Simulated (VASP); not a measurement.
# NbAlS4 (F-43m) in VASP: notebook

The runs below take NbAlS4 through single point, relaxation of cell and atoms, with PBE.

All numbers are computed with VASP 6.6.1; they aren't measurements. Logs are shortened: lines on timing, memory, paths and dates and some standing lists are left out, and cuts for length are marked.

## (1) The cell of the first run

Symmetry: F-43m, No. 216, cubic system. Conventional cell: a = 7.775 Å, b = 7.775 Å, c = 7.775 Å, α = 90.00°, β = 90.00°, γ = 90.00°. Al (site symmetry -43m) has 12 S at 3.23 Å and 4 Nb at 3.37 Å within 4.2 Å. Within 4.2 Å of Nb (site symmetry -43m) lie 12 S at 3.22 Å and 4 Al at 3.37 Å. Within 3.6 Å of S (site symmetry 3m) lie 6 S at 2.73 to 2.77 Å and 3 Nb at 3.22 Å and 3 Al at 3.23 Å.

## (2) Single point, PBE, collinear spin, ferrimagnetic start

Input file INCAR:

```
PREC     = Accurate       # precision mode
ENCUT    = 520            # plane-wave cutoff, eV
EDIFF    = 1E-6           # SCF threshold, eV
ISMEAR   = 0              # smearing method
SIGMA    = 0.1            # smearing width, eV
LREAL    = False          # projectors in reciprocal space
LASPH    = True           # aspherical terms in the spheres
NELM     = 150            # most SCF steps
ALGO     = Normal         # electronic algorithm
ISIF     = 2              # what is computed and relaxed
LWAVE    = False          # write WAVECAR
LCHARG   = True           # write CHGCAR
ISPIN    = 2              # spin polarisation
MAGMOM   = 0.08 2.11 -0.03 -0.03 -0.03 -0.03 # initial moments
LORBIT   = 11             # projections on sites
LMAXMIX  = 4              # l up to which the mixer works
GGA      = PE             # functional
LELF     = True           # ELF
LVHAR    = True         
NBANDS   = 33             # bands
```

Input file KPOINTS:

```
regular mesh
0
Gamma
  4 4 4
```

Input file POSCAR:

```
NbAlS4
1.0
    0.0000000000      3.8876684400      3.8876684400
    3.8876684400      0.0000000000      3.8876684400
    3.8876684400      3.8876684400      0.0000000000
Al Nb S
1 1 4
Direct
    0.7500000000      0.7500000000      0.7500000000
    0.0000000000      0.0000000000      0.0000000000
    0.3741004100      0.8776987800      0.3741004100
    0.3741004100      0.3741004100      0.8776987800
    0.3741004100      0.3741004100      0.3741004100
    0.8776987800      0.3741004100      0.3741004100
```

Potentials or basis: VASP PAW PBE potentials, release 64 (Al, Nb_sv, S).

Started as:

```console
$ cat potpaw_PBE.64/Al/POTCAR potpaw_PBE.64/Nb_sv/POTCAR potpaw_PBE.64/S/POTCAR > POTCAR
$ mpirun -np 1 vasp_std > vasp.out
```

OUTCAR:

```text
PREC = Accurate
   ENCUT = 520
   EDIFF = 1E-6
   ISMEAR = 0
   LREAL = False
   LASPH = True
   NELM = 150
   ISIF = 2
   ISPIN = 2
   LORBIT = 11
   GGA = PE

 ion  position               nearest neighbor table
   1  0.750  0.750  0.750-
   2  0.000  0.000  0.000-
   3  0.374  0.878  0.374-   4 2.73   5 2.73   6 2.73   6 2.77   4 2.77   5 2.77
   4  0.374  0.374  0.878-   3 2.73   5 2.73   6 2.73   3 2.77   6 2.77   5 2.77
   5  0.374  0.374  0.374-   3 2.73   4 2.73   6 2.73   6 2.77   3 2.77   4 2.77
   6  0.878  0.374  0.374-   3 2.73   4 2.73   5 2.73   3 2.77   4 2.77   5 2.77

  LATTYP: Found a face centered cubic cell.
 ALAT       =     7.7753368800

  Lattice vectors:

 A1 = (   0.0000000000,   3.8876684400,   3.8876684400)
 A2 = (   3.8876684400,   0.0000000000,   3.8876684400)
 A3 = (   3.8876684400,   3.8876684400,   0.0000000000)

Analysis of symmetry for initial positions (statically):
=====================================================================
 Subroutine PRICEL returns:
 Original cell was already a primitive cell.

 Routine SETGRP: Setting up the symmetry group for a
 face centered cubic supercell.

 Subroutine GETGRP returns: Found 24 space group operations
 (whereof 24 operations were pure point group operations)
 out of a pool of 48 trial point group operations.

The static configuration has the point symmetry T_d .

Analysis of symmetry for dynamics (positions and initial velocities):
=====================================================================
 Subroutine PRICEL returns:
 Original cell was already a primitive cell.

 Routine SETGRP: Setting up the symmetry group for a
 face centered cubic supercell.

 Subroutine GETGRP returns: Found 24 space group operations
 (whereof 24 operations were pure point group operations)
 out of a pool of 48 trial point group operations.

The dynamic configuration has the point symmetry T_d .

Analysis of structural, dynamic, and magnetic symmetry:
=====================================================================
 Subroutine PRICEL returns:
 Original cell was already a primitive cell.

 Routine SETGRP: Setting up the symmetry group for a
 face centered cubic supercell.

 Subroutine GETGRP returns: Found 24 space group operations
 (whereof 24 operations were pure point group operations)
 out of a pool of 48 trial point group operations.

The overall configuration has the point symmetry T_d .

 Subroutine INISYM returns: Found 24 space group operations
 (whereof 24 operations are pure point group operations),
[... 121 lines left out ...]
  volume of cell :      117.52
 maximum number of plane-waves:      3218
 NGX is ok and might be reduce to    42
   NGX = 21   NGY = 21   NGZ = 21

 number of electron      40.0000004 magnetization       2.3970921

 Free energy of the ion-electron system (eV)
  ---------------------------------------------------
  ext. energy  EPLUGINS =         0.00000000
  ---------------------------------------------------
  free energy    TOTEN  =       -24.66422536 eV

  energy without entropy =      -24.63441716  energy(sigma->0) =      -24.64932126

 E-fermi :   6.9068     XC(G=0): -10.3363

 val. band max:        6.8770800162   @ k =   0.2500   0.0000   0.0000
 cond. band min:       6.9155507567   @ k =   0.2500   0.2500   0.0000
 fundamental gap:      0.0384707405
 Fermi energy:         6.9067731842

 spin component 1

 k-point     1 :       0.0000    0.0000    0.0000
  band No.  band energies     occupation
      1     -49.5161      1.00000
      2     -25.6107      1.00000
      3     -25.6107      1.00000
      4     -25.6107      1.00000
      5      -8.8272      1.00000
      6      -4.9765      1.00000
[... 269 lines left out ...]
     31      12.4606      0.00000
     32      13.7431      0.00000
 Fermi energy:         6.9067731842

 spin component 2

 k-point     1 :       0.0000    0.0000    0.0000
  band No.  band energies     occupation
      1     -48.3264      1.00000
      2     -24.2497      1.00000
      3     -24.2497      1.00000
      4     -24.2497      1.00000
      5      -8.8187      1.00000
      6      -5.0129      1.00000
[... 269 lines left out ...]
     31      12.6913      0.00000
     32      14.2852      0.00000
 [bands above 32 left out]

------------------------ aborting loop because EDIFF is reached ----------------------------------------

  FORCE on cell =-STRESS in cart. coord.  units (eV):
  Direction    XX          YY          ZZ          XY          YZ          ZX
  --------------------------------------------------------------------------------------
  -------------------------------------------------------------------------------------
  Total       -4.9088681     -4.9088681     -4.9088681      0.0000000      0.0000000      0.0000000
  in kB      -66.9259116    -66.9259116    -66.9259116      0.0000000      0.0000000      0.0000000
  external PRESSURE =     -66.9259116 kB  Pullay stress =       0.0000000 kB

 VOLUME and BASIS-vectors are now :
 -----------------------------------------------------------------------------
  energy-cutoff  :      520.00
  volume of cell :      117.52
      direct lattice vectors                 reciprocal lattice vectors
     0.000000000  3.887668440  3.887668440    -0.128611791  0.128611791  0.128611791
     3.887668440  0.000000000  3.887668440     0.128611791 -0.128611791  0.128611791
     3.887668440  3.887668440  0.000000000     0.128611791  0.128611791 -0.128611791

 POSITION                                       TOTAL-FORCE (eV/Angst)
 -----------------------------------------------------------------------------------
      5.83150      5.83150      5.83150        -0.000000     -0.000000     -0.000000
      0.00000      0.00000      0.00000        -0.000000     -0.000000     -0.000000
      4.86658      2.90876      4.86658        -0.064977      0.064977     -0.064977
      4.86658      4.86658      2.90876        -0.064977     -0.064977      0.064977
      2.90876      2.90876      2.90876         0.064977      0.064977      0.064977
      2.90876      4.86658      4.86658         0.064977     -0.064977     -0.064977
 -----------------------------------------------------------------------------------
    total drift:                               -0.000041     -0.000041     -0.000041

  FREE ENERGIE OF THE ION-ELECTRON SYSTEM (eV)
  ---------------------------------------------------
  free  energy   TOTEN  =       -24.6642253570 eV

  energy  without entropy=      -24.6344171558  energy(sigma->0) =      -24.64932126

 total charge

# of ion       s       p       d       tot
------------------------------------------
    1        0.554   0.146   0.000   0.700
    2        2.081   5.911   2.422  10.414
    3        1.430   2.095   0.000   3.525
    4        1.430   2.095   0.000   3.525
    5        1.430   2.095   0.000   3.525
    6        1.430   2.095   0.000   3.525
--------------------------------------------------
tot          8.355  14.438   2.422  25.215

 magnetization (x)

# of ion       s       p       d       tot
------------------------------------------
    1       -0.020   0.028   0.000   0.007
    2        0.027   0.015   1.685   1.727
    3        0.005  -0.033   0.000  -0.028
    4        0.005  -0.033   0.000  -0.028
    5        0.005  -0.033   0.000  -0.028
    6        0.005  -0.033   0.000  -0.028
--------------------------------------------------
tot          0.025  -0.087   1.685   1.623
```

stdout:

```text
POSCAR found type information on POSCAR AlNbS
 POSCAR found :  3 types and       6 ions
 scaLAPACK will be used
 LDA part: xc-table for (Slater+PW92), standard interpolation
 POSCAR, INCAR and KPOINTS ok, starting setup
 FFT: planning ... GRIDC
 FFT: planning ... GRID_SOFT
 FFT: planning ... GRID
 WAVECAR not read
 entering main loop
```

It took 82 s on 1 thread of Intel Xeon Platinum 8559C (Emerald Rapids), shared host; peak memory 0.33 GiB.

Results:

```yaml
Free_energy: -24.6642 eV
Pressure: -6.7 GPa
Largest_force: 0.113 eV/Å
Net_moment: 2.40 μB per cell
Site_moments: Al +0.01; Nb +1.73; S -0.03 μB
Valence_electrons_inside_the_program's_atomic_spheres: Al 0.70; Nb 10.41; S 3.52
```

Forces in eV/Å, atoms in the order of the input:
```
Al   0.000  0.000  0.000
Nb   0.000  0.000  0.000
S   -0.065  0.065 -0.065
S   -0.065 -0.065  0.065
S    0.065  0.065  0.065
S    0.065 -0.065 -0.065
```

Levels at points of the mesh, in eV from the Fermi level:
Spin up:
```
           k point  band 17  band 18  band 19  band 20  band 21  band 22  band 23  band 24
(0.00, 0.00, 0.00)    -0.80    -0.80     0.69     0.69     0.69     0.69     0.69     1.44
(0.50, 0.00, 0.00)    -2.62    -2.56    -0.33    -0.33     0.20     0.32     0.32     0.75
(0.50, 0.50, 0.00)    -2.78    -2.47    -0.90    -0.90    -0.66    -0.55     0.07     1.02
```
Spin down:
```tsv
k point	band 15	band 16	band 17	band 18	band 19	band 20	band 21	band 22	band 23	band 24
(0.00, 0.00, 0.00)	-3.81	0.22	0.22	0.22	0.57	0.57	0.57	1.96	1.96	1.97
(0.50, 0.00, 0.00)	-2.68	-2.68	-2.53	-2.10	0.62	0.80	0.80	1.20	1.53	1.53
(0.50, 0.50, 0.00)	-2.90	-2.67	-2.67	-2.55	-0.62	0.35	0.35	0.65	1.50	1.50
```

## (3) Relaxation of cell and atoms, PBE, collinear spin, ferromagnetic start

Input file INCAR:

```
  PREC = Accurate
  ENCUT = 600
  EDIFF = 1E-6
  ISMEAR = 0
  SIGMA = 0.1
  LREAL = F
  LASPH = T
  NELM = 150
  ALGO = Normal
  ISIF = 3
  LWAVE = F
  LCHARG = F
  ISPIN = 2
  MAGMOM = 0.03 1.05 0.01 0.01 0.01 0.01
  LORBIT = 11
  LMAXMIX = 4
  GGA = PE
  IBRION = 2
  NSW = 90
  EDIFFG = -0.04
```

KPOINTS is that of step 2.

POSCAR is that of step 2.

Potentials or basis: VASP PAW PBE potentials, release 64 (Al, Nb_sv, S).

Started as:

```console
$ cat potpaw_PBE.64/Al/POTCAR potpaw_PBE.64/Nb_sv/POTCAR potpaw_PBE.64/S/POTCAR > POTCAR
$ mpirun -np 1 vasp_std > vasp.out
```

Run time: 5 min. Hardware: 1 thread of Intel Xeon Platinum 8559C (Emerald Rapids), shared host; peak memory 0.42 GiB.

Results (log left out):

| Property | Result |
| --- | --- |
| Free energy | -25.0480 eV |
| Relaxed volume | 16.96 Å³/atom |
| Relaxed cell | a = 5.241 Å, b = 5.241 Å, c = 5.241 Å, α = 60.00°, β = 60.00°, γ = 60.00° |
| Space group after relaxing (to 0.05 Å) | F-43m (No. 216) |
| Energy gained by relaxing | 64.0 meV/atom |
| Ionic steps | 5 |
| Pressure after relaxing | 0.0 GPa |
| Largest force after relaxing | 0.020 eV/Å |
| Net moment | 1.28 μB per cell |
| Site moments | Al +0.00; Nb +0.89; S +0.00 μB |
| Valence electrons inside the program's atomic spheres | Al 0.72; Nb 10.44; S 3.54 |

Forces on the atoms (eV/Å):
```
Al   0.000  0.000  0.000
Nb   0.000  0.000  0.000
S    0.011 -0.011  0.011
S    0.011  0.011 -0.011
S   -0.011 -0.011 -0.011
S   -0.011  0.011  0.011
```

The path:
| step | energy change (eV) | largest force (eV/Å) | pressure (GPa) | volume (Å³) |
| --- | --- | --- | --- | --- |
| 1 | 0.0000 | 0.1124 | -6.66 | 117.52 |
| 2 | -0.3707 | 0.0541 | -1.64 | 104.20 |
| 3 | -0.3832 | 0.0736 | 0.15 | 101.54 |
| 4 | -0.3833 | 0.0716 | -0.05 | 101.84 |
| 5 | -0.3840 | 0.0197 | -0.03 | 101.79 |

Final structure:
```
Al Nb S
1.0
     0.00000    3.70585    3.70585
     3.70585    0.00000    3.70585
     3.70585    3.70585    0.00000
Al Nb S
1 1 4
Direct
  0.75000 0.75000 0.75000
  0.00000 0.00000 0.00000
  0.37430 0.87710 0.37430
  0.37430 0.37430 0.87710
  0.37430 0.37430 0.37430
  0.87710 0.37430 0.37430
```

Levels at points of the mesh, in eV from the Fermi level:
Spin up:
| k point | band 18 | band 19 | band 20 | band 21 | band 22 | band 23 |
| --- | --- | --- | --- | --- | --- | --- |
| (0.00, 0.00, 0.00) | -0.70 | 0.90 | 0.90 | 0.90 | 1.18 | 1.18 |
| (0.50, 0.00, 0.00) | -2.71 | -0.17 | -0.17 | 0.58 | 0.74 | 0.74 |
| (0.50, 0.50, 0.00) | -2.98 | -0.83 | -0.83 | -0.40 | -0.28 | 0.57 |
Spin down:
```tsv
k point	band 15	band 16	band 17	band 18	band 19	band 20	band 21	band 22	band 23	band 24
(0.00, 0.00, 0.00)	-4.06	-0.24	-0.24	-0.24	0.86	0.86	0.86	1.84	1.84	1.96
(0.50, 0.00, 0.00)	-3.20	-3.20	-3.03	-2.45	0.42	0.42	0.94	1.05	1.38	1.38
(0.50, 0.50, 0.00)	-3.47	-3.26	-3.26	-3.00	-0.35	-0.23	-0.23	0.32	1.27	1.90
```

[end of part 1 of 2]
